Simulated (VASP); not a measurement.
# Ba32S31 (a cell with a defect) in VASP: single point with PBEsol

Aim: the single point of Ba32S31 (a cell with a defect) with PBEsol.

All numbers are computed with VASP 6.6.1; they aren't measurements. Logs are shortened: lines on timing, memory, paths and dates and some standing lists are left out, and cuts for length are marked.

## (1) The cell of the first run

The cell holds a defect, 63 atoms: a = 12.664 Å, b = 12.664 Å, c = 12.664 Å, α = 90.00°, β = 90.00°, γ = 90.00°.

## (2) Single point, PBEsol

Input file INCAR:

```
SYSTEM = Ba32S31
ALGO = Normal ; EDIFF = 1E-6
ENCUT = 400 ; GGA = PS
GGA_COMPAT = .False. ; ISIF = 2
ISMEAR = -1 ; ISYM = 0
LASPH = .True. ; LCHARG = .False.
LREAL = Auto ; LWAVE = .False.
NBANDS = 290 ; NCORE = 4
NELECT = 504.0 ; NELM = 120
PREC = Accurate ; SIGMA = 0.05
```

Input file KPOINTS:

```
Automatic mesh
0
Gamma
  1 1 1
  0.25 0.25 0.25
```

Input file POSCAR:

```
Ba32S31
1.0
   12.6641260000      0.0000000000      0.0000000000
    0.0000000000     12.6641260000      0.0000000000
    0.0000000000      0.0000000000     12.6641260000
S Ba
31 32
Direct
    0.2504570000      0.0001540000      0.9998100000
    0.2504580000      0.0001470000      0.4998060000
    0.2504470000      0.5001590000      0.9998230000
    0.7504620000      0.0001480000      0.9997970000
    0.7504550000      0.0001490000      0.4997990000
    0.7504490000      0.5001470000      0.9998130000
    0.7504500000      0.5001500000      0.4998110000
    0.0015190000      0.2512220000      0.9998170000
    0.0044090000      0.2541010000      0.4998120000
    0.0015180000      0.7490750000      0.9998140000
    0.0043930000      0.7462110000      0.4998150000
    0.4993710000      0.2512260000      0.9998180000
    0.4965130000      0.2541030000      0.4998170000
    0.4993720000      0.7490750000      0.9998130000
    0.4964980000      0.7462030000      0.4998220000
    0.0015330000      0.0001470000      0.2508790000
    0.0015340000      0.0001520000      0.7487310000
    0.0044180000      0.5001420000      0.2537700000
    0.0044160000      0.5001530000      0.7458680000
    0.4993860000      0.0001500000      0.2508860000
    0.4993850000      0.0001530000      0.7487370000
    0.4965230000      0.5001520000      0.2537720000
    0.4965210000      0.5001560000      0.7458740000
    0.2504600000      0.2540960000      0.2537730000
    0.2504660000      0.2540940000      0.7458770000
    0.2504560000      0.7462040000      0.2537600000
    0.2504600000      0.7462010000      0.7458650000
    0.7504660000      0.2512200000      0.2508750000
    0.7504660000      0.2512320000      0.7487250000
    0.7504570000      0.7490700000      0.2508900000
    0.7504570000      0.7490820000      0.7487400000
    0.9992100000      0.0001420000      0.9998060000
    0.9973360000      0.0001670000      0.4998060000
    0.9973260000      0.5001440000      0.9998310000
    0.9843160000      0.5001670000      0.4998310000
    0.5017150000      0.0001570000      0.9998230000
    0.5035840000      0.0001360000      0.4998180000
    0.5035710000      0.5001550000      0.9998060000
    0.5165860000      0.5001420000      0.4998060000
    0.2504440000      0.2470310000      0.9998350000
    0.2504760000      0.2340100000      0.4998370000
    0.2504570000      0.7532760000      0.9998110000
    0.2504380000      0.7662840000      0.4998010000
    0.7504450000      0.2488990000      0.9997980000
    0.7504710000      0.2470290000      0.4997970000
    0.7504590000      0.7514040000      0.9998220000
    0.7504520000      0.7532760000      0.4998230000
    0.2504560000      0.0001580000      0.2466930000
    0.2504680000      0.0001360000      0.7529390000
    0.2504730000      0.5001630000      0.2336920000
    0.2504440000      0.5001360000      0.7659520000
    0.7504580000      0.0001430000      0.2485530000
    0.7504730000      0.0001620000      0.7510570000
    0.7504660000      0.5001440000      0.2466920000
    0.7504440000      0.5001630000      0.7529370000
    0.9999050000      0.2495920000      0.2492580000
    0.9999160000      0.2496080000      0.7503510000
    0.9999100000      0.7506850000      0.2492720000
    0.9999220000      0.7506960000      0.7503620000
    0.5009970000      0.2496050000      0.2492720000
    0.5010100000      0.2496130000      0.7503620000
    0.5010060000      0.7506960000      0.2492860000
    0.5010130000      0.7507130000      0.7503750000
```

Potentials or basis: VASP PAW PBE potentials, release 64 (S, Ba_sv).

Started as:

```console
> cat potpaw_PBE.64/S/POTCAR potpaw_PBE.64/Ba_sv/POTCAR > POTCAR
> mpirun -np 4 vasp_std > vasp.out
```

OUTCAR:

```text
SYSTEM = Ba32S31
   EDIFF = 1E-6
   ENCUT = 400
   GGA = PS
   ISIF = 2
   ISMEAR = -1
   ISYM = 0
   LASPH = .True.
   LREAL = Auto
   NELECT = 504.0
   NELM = 120
   PREC = Accurate

 ion  position               nearest neighbor table
   1  0.250  0.000  1.000-  49 3.13  40 3.13  42 3.13  48 3.13  32 3.18  36 3.18
   2  0.250  0.000  0.500-  43 2.96  41 2.96  48 3.21  33 3.21  37 3.21  49 3.21
   3  0.250  0.500  1.000-  50 2.96  51 2.96  42 3.21  34 3.21  38 3.21  40 3.21
   4  0.750  0.000  1.000-  53 3.15  46 3.15  36 3.15  32 3.15  44 3.15  52 3.15
   5  0.750  0.000  0.500-  37 3.13  47 3.13  45 3.13  33 3.13  52 3.18  53 3.18
   6  0.750  0.500  1.000-  55 3.13  34 3.13  38 3.13  54 3.13  44 3.18  46 3.18
[... 75 lines left out ...]
  57  1.000  0.250  0.750-  29 3.16  17 3.16   8 3.16   9 3.17  19 3.17  25 3.17  53 4.47  44 4.47
                            32 4.47  33 4.48  45 4.48  40 4.48  34 4.48  49 4.48  55 4.48  51 4.49
  58  1.000  0.751  0.249-  30 3.16  10 3.16  16 3.16  11 3.17  18 3.17  26 3.17  46 4.47  52 4.47
                            32 4.47  34 4.48  54 4.48  42 4.48  47 4.48  33 4.48  48 4.48  43 4.49
  59  1.000  0.751  0.750-  10 3.16  17 3.16  31 3.16  27 3.17  19 3.17  11 3.17  32 4.47  53 4.47
                            46 4.47  42 4.48  49 4.48  47 4.48  55 4.48  34 4.48  33 4.48  35 4.49
  60  0.501  0.250  0.249-  12 3.16  20 3.16  28 3.16  24 3.17  13 3.17  22 3.17  36 4.47  44 4.47
                            52 4.47  48 4.48  40 4.48  45 4.48  54 4.48  37 4.48  38 4.48  39 4.49
  61  0.501  0.250  0.750-  12 3.16  29 3.16  21 3.16  23 3.17  25 3.17  13 3.17  44 4.47  53 4.47
                            36 4.47  55 4.48  38 4.48  49 4.48  37 4.48  45 4.48  40 4.48  41 4.49
  62  0.501  0.751  0.249-  30 3.16  20 3.16  14 3.16  15 3.17  22 3.17  26 3.17  52 4.47  46 4.47
                            36 4.47  37 4.48  47 4.48  48 4.48  54 4.48  38 4.48  42 4.48  50 4.49
  63  0.501  0.751  0.750-  14 3.16  21 3.16  31 3.16  27 3.17  15 3.17  23 3.17  36 4.47  46 4.47
                            53 4.47  49 4.48  37 4.48  55 4.48  38 4.48  47 4.48  42 4.48  39 4.49

IMPORTANT INFORMATION: All symmetrisations will be switched off!
NOSYMM: (Re-)initialisation of all symmetry stuff for point group C_1.

----------------------------------------------------------------------------------------

                                     Primitive cell

  volume of cell :    2031.0736

  direct lattice vectors                    reciprocal lattice vectors
    12.664126000  0.000000000  0.000000000     0.078963207  0.000000000  0.000000000
     0.000000000 12.664126000  0.000000000     0.000000000  0.078963207  0.000000000
     0.000000000  0.000000000 12.664126000     0.000000000  0.000000000  0.078963207

  length of vectors
    12.664126000 12.664126000 12.664126000     0.078963207  0.078963207  0.078963207

  position of ions in fractional coordinates (direct lattice)
     0.250457000  0.000154000  0.999810000
     0.250458000  0.000147000  0.499806000
     0.250447000  0.500159000  0.999823000
     0.750462000  0.000148000  0.999797000
     0.750455000  0.000149000  0.499799000
     0.750449000  0.500147000  0.999813000
[... 55 lines left out ...]
     0.501006000  0.750696000  0.249286000
     0.501013000  0.750713000  0.750375000

  ion indices of the primitive-cell ions
   primitive index   ion index
                 1           1
                 2           2
                 3           3
                 4           4
                 5           5
                 6           6
[... 55 lines left out ...]
                62          62
                63          63

----------------------------------------------------------------------------------------

 KPOINTS: Automatic mesh

Automatic generation of k-mesh.
 Grid dimensions read from file:
 generate k-points for:    1    1    1

 Generating k-lattice:

  Cartesian coordinates                     Fractional coordinates (reciprocal lattice)
     0.078963207  0.000000000  0.000000000     1.000000000  0.000000000  0.000000000
     0.000000000  0.078963207  0.000000000     0.000000000  1.000000000  0.000000000
     0.000000000  0.000000000  0.078963207     0.000000000  0.000000000  1.000000000

  Length of vectors
     0.078963207  0.078963207  0.078963207

  Shift w.r.t. Gamma in fractional coordinates (k-lattice)
     0.250000000  0.250000000  0.250000000

 Subroutine IBZKPT returns following result:
 ===========================================

 Found      4 irreducible k-points:

 Following reciprocal coordinates:
            Coordinates               Weight
  0.250000  0.250000  0.250000      2.000000
 -0.250000  0.250000  0.250000      2.000000
 -0.250000 -0.250000  0.250000      2.000000
  0.250000 -0.250000  0.250000      2.000000
   k-points           NKPTS =      4   k-points in BZ     NKDIM =      4   number of bands    NBANDS=    290
   number of dos      NEDOS =    301   number of ions     NIONS =     63
   total plane-waves  NPLWV = 592704
   dimension x,y,z NGX =    84 NGY =   84 NGZ =   84
   dimension x,y,z NGXF=   168 NGYF=  168 NGZF=  168
   ions per type =              31  32
   NGX,Y,Z   is equivalent  to a cutoff of  11.03, 11.03, 11.03 a.u.
   NGXF,Y,Z  is equivalent  to a cutoff of  22.05, 22.05, 22.05 a.u.
 SYSTEM =  Ba32S31
   PREC   = accura    normal or accurate (medium, high low for compatibility)
   ISTART =      0    job   : 0-new  1-cont  2-samecut
   ICHARG =      2    charge: 1-file 2-atom 10-const
   ISPIN  =      1    spin polarized calculation?
   LNONCOLLINEAR =      F non collinear calculations
   LSORBIT =      F    spin-orbit coupling
   LASPH  =      T    aspherical Exc in radial PAW
   ENCUT  =  400.0 eV  29.40 Ry    5.42 a.u.  20.65 20.65 20.65*2*pi/ulx,y,z
   NELM   =    120;   NELMIN=  2; NELMDL= -5     # of ELM steps
   EDIFF  = 0.1E-05   stopping-criterion for ELM
   LREAL  =      T    real-space projection
   EDIFFG = 0.1E-04   stopping-criterion for IOM
   NSW    =      0    number of steps for IOM
   IBRION =     -1    ionic relax: 0-MD 1-quasi-New 2-CG
   NFREE  =      0    steps in history (QN), initial steepest desc. (CG)
   ISIF   =      2    stress and relaxation
   ISYM   =      0    0-nonsym 1-usesym 2-fastsym
   POTIM  = 0.5000    time-step for ionic-motion
   TEBEG  =    0.0;   TEEND  =   0.0 temperature during run
   PSTRESS=    0.0 pullay stress
   NELECT =     504.0000    total number of electrons
   NUPDOWN=      -1.0000    fix difference up-down
   EMIN   =  10.00;   EMAX   =-10.00  energy-range for DOS
   EFERMI =   0.00;   METHOD = LEGACY
   ISMEAR =    -1;   SIGMA  =   0.05  broadening in eV -4-tet -1-fermi 0-gaus
   EFERMI_NEDOS =   21; number of points for ismear=-14 and -15
   IALGO  =     38    algorithm
   IMIX   =      4    mixing-type and parameters
     AMIX     =   0.40;   BMIX     =  1.00
     AMIX_MAG =   1.60;   BMIX_MAG =  1.00
  volume/ion in A,a.u.               =      32.24       217.56
  Fermi-wavevector in a.u.,A,eV,Ry     =   1.028750  1.944055 14.399403  1.058326
  Thomas-Fermi vector in A             =   2.162762
   LORBIT       =      0    0 simple, 1 ext, 2 COOP (PROOUT), +10 PAW based schemes
   GGA     = PS    functional components
   LHFCALC =     F    Hartree Fock is set to
   AEXX    =    0.0000 exact exchange contribution
   IVDW    =     0    specifies the selected vdW correction
   LEPSILON=     F    determine dielectric tensor
   LRPA    =     F    only Hartree local field effects (RPA)
 non-spin polarized calculation
  energy-cutoff  :      400.00
  volume of cell :     2031.07
 maximum number of plane-waves:     36903
 NGX is ok and might be reduce to    84
   NGX = 41   NGY = 41   NGZ = 41

 number of electron     503.9999976 magnetization

 Free energy of the ion-electron system (eV)
  ---------------------------------------------------
  ext. energy  EPLUGINS =         0.00000000
  ---------------------------------------------------
  free energy    TOTEN  =      -340.84364334 eV

  energy without entropy =     -340.84364334  energy(sigma->0) =     -340.84364334

 E-fermi :   2.3924     XC(G=0):  -8.8262

 val. band max:        1.2694701514   @ k =  -0.2500  -0.2500   0.2500
 cond. band min:       3.4517681839   @ k =   0.2500  -0.2500   0.2500
 fundamental gap:      2.1822980325
 Fermi energy:         2.3923574612

 k-point     1 :       0.2500    0.2500    0.2500
  band No.  band energies     occupation
      1     -24.7792      2.00000
      2     -24.7712      2.00000
      3     -24.7711      2.00000
      4     -24.7709      2.00000
      5     -24.7668      2.00000
      6     -24.7667      2.00000
[... 256 lines left out ...]
    263       4.7487      0.00000
    264       4.7487      0.00000

 k-point     2 :      -0.2500    0.2500    0.2500
  band No.  band energies     occupation
      1     -24.7792      2.00000
      2     -24.7712      2.00000
      3     -24.7711      2.00000
      4     -24.7709      2.00000
      5     -24.7668      2.00000
      6     -24.7667      2.00000
[... 256 lines left out ...]
    263       4.7487      0.00000
    264       4.7487      0.00000

 k-point     3 :      -0.2500   -0.2500    0.2500
  band No.  band energies     occupation
      1     -24.7792      2.00000
      2     -24.7712      2.00000
      3     -24.7711      2.00000
      4     -24.7709      2.00000
      5     -24.7668      2.00000
      6     -24.7667      2.00000
[... 256 lines left out ...]
    263       4.7487      0.00000
    264       4.7487      0.00000

 k-point     4 :       0.2500   -0.2500    0.2500
  band No.  band energies     occupation
      1     -24.7792      2.00000
      2     -24.7712      2.00000
      3     -24.7711      2.00000
      4     -24.7709      2.00000
      5     -24.7668      2.00000
      6     -24.7667      2.00000
[... 256 lines left out ...]
    263       4.7487      0.00000
    264       4.7487      0.00000
 [bands above 264 left out]

------------------------ aborting loop because EDIFF is reached ----------------------------------------

  FORCE on cell =-STRESS in cart. coord.  units (eV):
  Direction    XX          YY          ZZ          XY          YZ          ZX
  --------------------------------------------------------------------------------------
  -------------------------------------------------------------------------------------
  Total       -0.8757832     -0.8719012     -0.8730883     -0.0015379     -0.0021440      0.0005517
  in kB       -0.6908464     -0.6877842     -0.6887206     -0.0012131     -0.0016912      0.0004352
  external PRESSURE =      -0.6891171 kB  Pullay stress =       0.0000000 kB

 VOLUME and BASIS-vectors are now :
 -----------------------------------------------------------------------------
  energy-cutoff  :      400.00
  volume of cell :     2031.07
      direct lattice vectors                 reciprocal lattice vectors
    12.664126000  0.000000000  0.000000000     0.078963207  0.000000000  0.000000000
     0.000000000 12.664126000  0.000000000     0.000000000  0.078963207  0.000000000
     0.000000000  0.000000000 12.664126000     0.000000000  0.000000000  0.078963207

 POSITION                                       TOTAL-FORCE (eV/Angst)
 -----------------------------------------------------------------------------------
      3.17182      0.00195     12.66172         0.000654      0.000104      0.000008
      3.17183      0.00186      6.32961         0.000573      0.000148      0.000075
      3.17169      6.33408     12.66188         0.000582     -0.000120     -0.000265
      9.50395      0.00187     12.66156         0.000417      0.000283      0.000141
      9.50386      0.00189      6.32952         0.000771      0.000298     -0.000011
      9.50378      6.33392     12.66176         0.000579      0.000304     -0.000172
[... 55 lines left out ...]
      6.34480      9.50691      3.15699        -0.001957     -0.001573      0.000871
      6.34489      9.50712      9.50284        -0.002571     -0.002400     -0.001903
 -----------------------------------------------------------------------------------
    total drift:                                0.003152      0.001985     -0.001075

  FREE ENERGIE OF THE ION-ELECTRON SYSTEM (eV)
  ---------------------------------------------------
  free  energy   TOTEN  =      -340.8436433391 eV

  energy  without entropy=     -340.8436433361  energy(sigma->0) =     -340.84364334
```

It took 25 min on 4 MPI ranks of AMD EPYC 7R43 (Zen 3), shared host; peak memory 0.51 GiB.

What came out:

```yaml
Free_energy: -340.8436 eV
Largest_force: 0.053 eV/Å
```

Forces in eV/Å, atoms in the order of the input:
```
S    0.001  0.000  0.000
S    0.001  0.000  0.000
S    0.001  0.000  0.000
S    0.000  0.000  0.000
S    0.001  0.000  0.000
S    0.001  0.000  0.000
S    0.001  0.000  0.000
S   -0.004 -0.005  0.000
S   -0.012 -0.011  0.000
S   -0.004  0.004  0.000
S   -0.012  0.012  0.000
S    0.004 -0.004  0.000
S    0.012 -0.012  0.000
S    0.004  0.003  0.000
S    0.012  0.012  0.000
S   -0.004  0.000 -0.004
S   -0.004  0.000  0.005
S   -0.012  0.000 -0.012
S   -0.012  0.000  0.012
S    0.004  0.000 -0.003
S    0.005  0.000  0.004
S    0.012  0.000 -0.012
S    0.011  0.000  0.012
S    0.000 -0.012 -0.012
S    0.000 -0.012  0.012
S    0.000  0.012 -0.012
S    0.000  0.012  0.012
S   -0.001 -0.004 -0.004
S    0.000 -0.004  0.004
S    0.000  0.004 -0.004
S    0.000  0.005  0.005
Ba   0.003  0.000  0.000
Ba   0.005 -0.001  0.000
Ba   0.005  0.000  0.000
Ba   0.053 -0.001 -0.001
Ba  -0.002  0.000  0.000
Ba  -0.005  0.000  0.000
Ba  -0.004  0.000  0.001
Ba  -0.053  0.001  0.001
Ba   0.000  0.005  0.000
Ba  -0.001  0.053 -0.001
Ba   0.000 -0.004  0.000
Ba   0.001 -0.053  0.001
Ba   0.001  0.003  0.000
Ba  -0.001  0.005  0.001
Ba   0.000 -0.003 -0.001
Ba   0.000 -0.005  0.000
Ba   0.000  0.000  0.004
Ba  -0.001  0.000 -0.005
Ba  -0.001 -0.001  0.052
Ba   0.001  0.001 -0.052
Ba   0.000  0.001  0.002
Ba   0.000  0.000 -0.003
Ba  -0.001  0.000  0.004
Ba   0.000 -0.001 -0.005
Ba   0.002  0.002  0.002
Ba   0.002  0.001 -0.001
Ba   0.001 -0.001  0.001
Ba   0.001 -0.001 -0.001
Ba  -0.001  0.001  0.002
Ba  -0.002  0.001 -0.001
Ba  -0.002 -0.002  0.001
Ba  -0.003 -0.002 -0.002
```

Caveat: the cell carries a net charge on a neutralising background, which shifts energy and pressure; the cell is charged against a uniform background, so pressure and absolute levels hang on convention; the PAW data sets were made with another functional, which shifts forces and pressure a little; spin-orbit coupling is left out, which moves the levels of the heavy elements.
